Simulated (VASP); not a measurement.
# Si (Fd-3m) in VASP: further runs, part 2 of 2

VASP 6.6.1.

## 3. Single point, PBEsol

This run uses another cell than the first one, of 17.72 Å³/atom, 0.965 times its volume.

File INCAR:

```
ALGO     = Normal         # electronic algorithm
EDIFF    = 1E-7           # SCF threshold, eV
ENCUT    = 520            # plane-wave cutoff, eV
GGA      = PS             # functional
ISIF     = 2              # what is computed and relaxed
ISMEAR   = 0              # smearing method
LASPH    = True           # aspherical terms in the spheres
LCHARG   = False          # write CHGCAR
LREAL    = False          # projectors in reciprocal space
LWAVE    = False          # write WAVECAR
NBANDS   = 11             # bands
NELM     = 60             # most SCF steps
PREC     = Accurate       # precision mode
SIGMA    = 0.01           # smearing width, eV
```

File KPOINTS:

```
k-points
0
Gamma
  8 8 8
```

File POSCAR:

```
Si
1.0
    2.6073048185      2.6073048185      0.0000000000
   -2.6073048185      2.6073048185      0.0000000000
    0.0000000000      2.6073048185      2.6073048185
Si
2
Direct
    0.2500000000      0.7500000000      0.5000000000
    0.0000000000      0.0000000000      0.0000000000
```

Potentials or basis: VASP PAW PBE potentials, release 64 (Si).

Command:

```
$ cat potpaw_PBE.64/Si/POTCAR > POTCAR
$ mpirun -np 1 vasp_std > vasp.out
```

OUTCAR:

```text
EDIFF = 1E-7
   ENCUT = 520
   GGA = PS
   ISIF = 2
   ISMEAR = 0
   LASPH = True
   LREAL = False
   NELM = 60
   PREC = Accurate

 ion  position               nearest neighbor table
   1  0.250  0.750  0.500-   2 2.26   2 2.26   2 2.26   2 2.26
   2  0.000  0.000  0.000-   1 2.26   1 2.26   1 2.26   1 2.26

  LATTYP: Found a face centered cubic cell.
 ALAT       =     5.2146096370

  Lattice vectors:

 A1 = (   0.0000000000,   2.6073048185,   2.6073048185)
 A2 = (   2.6073048185,   0.0000000000,   2.6073048185)
 A3 = (   2.6073048185,   2.6073048185,   0.0000000000)

Analysis of symmetry for initial positions (statically):
=====================================================================
 Subroutine PRICEL returns:
 Original cell was already a primitive cell.

 Routine SETGRP: Setting up the symmetry group for a
 face centered cubic supercell.

 Subroutine GETGRP returns: Found 48 space group operations
 (whereof 24 operations were pure point group operations)
 out of a pool of 48 trial point group operations.

The static configuration has the point symmetry T_d .
 The point group associated with its full space group is O_h .

Analysis of symmetry for dynamics (positions and initial velocities):
=====================================================================
 Subroutine PRICEL returns:
 Original cell was already a primitive cell.

 Routine SETGRP: Setting up the symmetry group for a
 face centered cubic supercell.

 Subroutine GETGRP returns: Found 48 space group operations
 (whereof 24 operations were pure point group operations)
 out of a pool of 48 trial point group operations.

The dynamic configuration has the point symmetry T_d .
 The point group associated with its full space group is O_h .

 Subroutine INISYM returns: Found 48 space group operations
 (whereof 24 operations are pure point group operations),
 and found     1 'primitive' translations

----------------------------------------------------------------------------------------

[... 119 lines left out ...]
   AEXX    =    0.0000 exact exchange contribution
   IVDW    =     0    specifies the selected vdW correction
   LEPSILON=     F    determine dielectric tensor
   LRPA    =     F    only Hartree local field effects (RPA)
 non-spin polarized calculation
 Gauss-broadening in eV      SIGMA  =   0.01
  energy-cutoff  :      520.00
  volume of cell :       35.45
 maximum number of plane-waves:       982
   NGX = 13   NGY = 13   NGZ = 13

 number of electron       7.9999999 magnetization

 Free energy of the ion-electron system (eV)
  ---------------------------------------------------
  ext. energy  EPLUGINS =         0.00000000
  ---------------------------------------------------
  free energy    TOTEN  =       -11.28866282 eV

  energy without entropy =      -11.28866282  energy(sigma->0) =      -11.28866282

 E-fermi :   7.2133     XC(G=0): -10.0270

 val. band max:        7.0969085630   @ k =   0.0000   0.0000   0.0000
 cond. band min:       7.3799052840   @ k =  -0.3750   0.3750   0.0000
 fundamental gap:      0.2829967210
 Fermi energy:         7.2132793236

 k-point     1 :       0.0000    0.0000    0.0000
  band No.  band energies     occupation
      1      -5.7809      2.00000
      2       7.0969      2.00000
      3       7.0969      2.00000
      4       7.0969      2.00000
      5       9.6520      0.00000
      6       9.6520      0.00000
      7       9.6520      0.00000
      8      11.8653      0.00000
      9      14.8380      0.00000
     10      14.8380      0.00000
     11      15.3279      0.00000
[... 309 lines left out ...]
 k-point    24 :       0.5000    0.2500    0.1250
  band No.  band energies     occupation
      1      -2.5088      2.00000
      2      -0.2223      2.00000
      3       3.2604      2.00000
      4       4.6255      2.00000
      5      10.0300      0.00000
      6      10.3214      0.00000
      7      13.2817      0.00000
      8      14.5149      0.00000
      9      14.9375      0.00000
     10      17.9934      0.00000
     11      19.6333      0.00000

 [... further k-points ...]

------------------------ aborting loop because EDIFF is reached ----------------------------------------

  FORCE on cell =-STRESS in cart. coord.  units (eV):
  Direction    XX          YY          ZZ          XY          YZ          ZX
  --------------------------------------------------------------------------------------
  -------------------------------------------------------------------------------------
  Total        3.3573778      3.3573778      3.3573778      0.0000000      0.0000000      0.0000000
  in kB      151.7418500    151.7418500    151.7418500      0.0000000      0.0000000      0.0000000
  external PRESSURE =     151.7418500 kB  Pullay stress =       0.0000000 kB

 VOLUME and BASIS-vectors are now :
 -----------------------------------------------------------------------------
  energy-cutoff  :      520.00
  volume of cell :       35.45
      direct lattice vectors                 reciprocal lattice vectors
     2.607304818  2.607304818  0.000000000     0.191768909  0.191768909 -0.191768909
    -2.607304818  2.607304818  0.000000000    -0.191768909  0.191768909 -0.191768909
     0.000000000  2.607304818  2.607304818     0.000000000  0.000000000  0.383537818

 POSITION                                       TOTAL-FORCE (eV/Angst)
 -----------------------------------------------------------------------------------
     -1.30365      3.91096      1.30365         0.000000     -0.000000      0.000000
      0.00000      0.00000      0.00000        -0.000000      0.000000      0.000000
 -----------------------------------------------------------------------------------
    total drift:                                0.000000     -0.000000     -0.000000

  FREE ENERGIE OF THE ION-ELECTRON SYSTEM (eV)
  ---------------------------------------------------
  free  energy   TOTEN  =       -11.2886628244 eV

  energy  without entropy=      -11.2886628244  energy(sigma->0) =      -11.28866282
```

Wall time 10 s (1 thread of Intel Xeon 8259CL, shared host); peak memory 0.15 GiB.

Results:

| Quantity | Value |
| --- | --- |
| Free energy | -11.2887 eV |
| Pressure | 15.2 GPa |
| Band gap on the k mesh | 0.28 eV, indirect (least direct gap 2.56 eV) |

Caveat: the PAW data sets were made with another functional, which shifts forces and pressure a little. A k mesh can miss the band edges.

## 4. Single point, PBEsol

This run uses another cell than the first one, of 19.28 Å³/atom, 1.050 times its volume.

File INCAR:

```
SYSTEM = Si
PREC     = Accurate       ! precision mode
ENCUT    = 520            ! plane-wave cutoff, eV
EDIFF    = 1E-7           ! SCF threshold, eV
ISMEAR   = 0              ! smearing method
SIGMA    = 0.01           ! smearing width, eV
LREAL    = .False.        ! projectors in reciprocal space
LASPH    = .True.         ! aspherical terms in the spheres
NELM     = 100            ! most SCF steps
ALGO     = Normal         ! electronic algorithm
ISIF     = 2              ! what is computed and relaxed
LWAVE    = .False.        ! write WAVECAR
LCHARG   = .True.         ! write CHGCAR
GGA      = PS             ! functional
LELF     = .True.         ! ELF
LVHAR    = .True.       
NBANDS   = 11             ! bands
```

File KPOINTS:

```
Automatic mesh
0
Gamma
  8 8 8
  0 0 0
```

File POSCAR:

```
Si
1.0
    2.6813629397      2.6813629397      0.0000000000
   -2.6813629397      2.6813629397      0.0000000000
    0.0000000000      2.6813629397      2.6813629397
Si
2
Direct
    0.2500000000      0.7500000000      0.5000000000
    0.0000000000      0.0000000000      0.0000000000
```

Potentials or basis: VASP PAW PBE potentials, release 64 (Si).

Command:

```
$ cat potpaw_PBE.64/Si/POTCAR > POTCAR
$ mpirun -np 1 vasp_std > vasp.out
```

OUTCAR:

```text
SYSTEM = Si
   PREC = Accurate
   ENCUT = 520
   EDIFF = 1E-7
   ISMEAR = 0
   LREAL = .False.
   LASPH = .True.
   NELM = 100
   ISIF = 2
   GGA = PS

 ion  position               nearest neighbor table
   1  0.250  0.750  0.500-   2 2.32   2 2.32   2 2.32   2 2.32
   2  0.000  0.000  0.000-   1 2.32   1 2.32   1 2.32   1 2.32

  LATTYP: Found a face centered cubic cell.
 ALAT       =     5.3627258794

  Lattice vectors:

 A1 = (   0.0000000000,   2.6813629397,   2.6813629397)
[... 523 lines left out ...]

------------------------ aborting loop because EDIFF is reached ----------------------------------------

  FORCE on cell =-STRESS in cart. coord.  units (eV):
  Direction    XX          YY          ZZ          XY          YZ          ZX
  --------------------------------------------------------------------------------------
  -------------------------------------------------------------------------------------
  Total        0.9998991      0.9998991      0.9998991     -0.0000000      0.0000000     -0.0000000
  in kB       41.5498968     41.5498968     41.5498968     -0.0000000      0.0000000     -0.0000000
  external PRESSURE =      41.5498968 kB  Pullay stress =       0.0000000 kB

 VOLUME and BASIS-vectors are now :
 -----------------------------------------------------------------------------
  energy-cutoff  :      520.00
  volume of cell :       38.56
      direct lattice vectors                 reciprocal lattice vectors
     2.681362940  2.681362940  0.000000000     0.186472332  0.186472332 -0.186472332
    -2.681362940  2.681362940  0.000000000    -0.186472332  0.186472332 -0.186472332
     0.000000000  2.681362940  2.681362940     0.000000000  0.000000000  0.372944664

 POSITION                                       TOTAL-FORCE (eV/Angst)
 -----------------------------------------------------------------------------------
     -1.34068      4.02204      1.34068         0.000000      0.000000     -0.000000
      0.00000      0.00000      0.00000         0.000000     -0.000000      0.000000
 -----------------------------------------------------------------------------------
    total drift:                                0.000000      0.000000     -0.000000

  FREE ENERGIE OF THE ION-ELECTRON SYSTEM (eV)
  ---------------------------------------------------
  free  energy   TOTEN  =       -11.4690661526 eV

  energy  without entropy=      -11.4690661526  energy(sigma->0) =      -11.46906615
```

It took 12 s on 1 thread of Intel Xeon 8259CL, shared host; peak memory 0.15 GiB.

What came out:

- Free energy: -11.4691 eV
- Pressure: 4.2 GPa
- Band gap on the k mesh: 0.44 eV, indirect (least direct gap 2.53 eV)

Levels at points of the mesh, in eV from the valence-band top:
```tsv
k point	band 1	band 2	band 3	band 4	band 5	band 6	band 7	band 8	band 9
(0.00, 0.00, 0.00)	-12.26	0.00	0.00	0.00	2.53	2.53	2.53	3.76	7.71
(0.50, 0.00, 0.00)	-9.81	-7.20	-1.24	-1.24	1.60	3.25	3.25	7.56	10.61
(0.50, 0.50, 0.00)	-7.96	-7.96	-2.98	-2.98	0.51	0.51	10.39	10.39	11.05
```

Caveat: the PAW data sets were made with another functional, which shifts forces and pressure a little.

## 5. Single point, PBEsol

This run uses another cell than the first one, of 19.28 Å³/atom, 1.050 times its volume.

File INCAR:

```
ALGO = Normal
EDIFF = 1E-6
ENCUT = 520
GGA = PS
ISIF = 2
ISMEAR = 0
LASPH = True
LCHARG = False
LREAL = False
LWAVE = False
NBANDS = 11
NELM = 100
PREC = Accurate
SIGMA = 0.01
```

File KPOINTS:

```
k-points
0
Gamma
  8 8 8
```

POSCAR is that of step 4.

Command:

```
$ cat potpaw_PBE.64/Si/POTCAR > POTCAR
$ mpirun -np 1 vasp_std > vasp.out
```

It took 10 s on 1 thread of Intel Xeon 8259CL, shared host; peak memory 0.15 GiB.

It converged, with:

```yaml
Free_energy: -11.4691 eV
Pressure: 4.2 GPa
Band_gap_on_the_k_mesh: 0.44 eV, indirect (least direct gap 2.53 eV)
```

Levels at points of the mesh, in eV from the valence-band top:
```csv
k point,band 2,band 3,band 4,band 5,band 6,band 7
"(0.00, 0.00, 0.00)",0.00,0.00,0.00,2.53,2.53,2.53
"(0.50, 0.00, 0.00)",-7.20,-1.24,-1.24,1.60,3.25,3.25
"(0.50, 0.50, 0.00)",-7.96,-2.98,-2.98,0.51,0.51,10.39
```

Caveat: the PAW data sets were made with another functional, which shifts forces and pressure a little. A k mesh can miss the band edges.

## 6. The runs side by side

```csv
cell,gap on the mesh (eV),pressure (GPa)
"a = 3.731 Å, angles 60.0, 60.0, 90.0°, 2 atoms",0.35,10.1
"a = 3.687 Å, angles 60.0, 60.0, 90.0°, 2 atoms",0.28,15.2
"a = 3.792 Å, angles 60.0, 60.0, 90.0°, 2 atoms",0.44,4.2
```

Alike in all rows: task single point; level PBEsol; potentials or basis VASP PAW PBE potentials, release 64 (Si); no spin polarisation; k mesh 8 × 8 × 8; cutoff (eV) 520; smearing gaussian 0.01 eV.

Caveats: the PAW data sets were made with another functional, which shifts forces and pressure a little.

Total energies depend on the potentials used, so only differences within one code and one set of settings carry meaning.
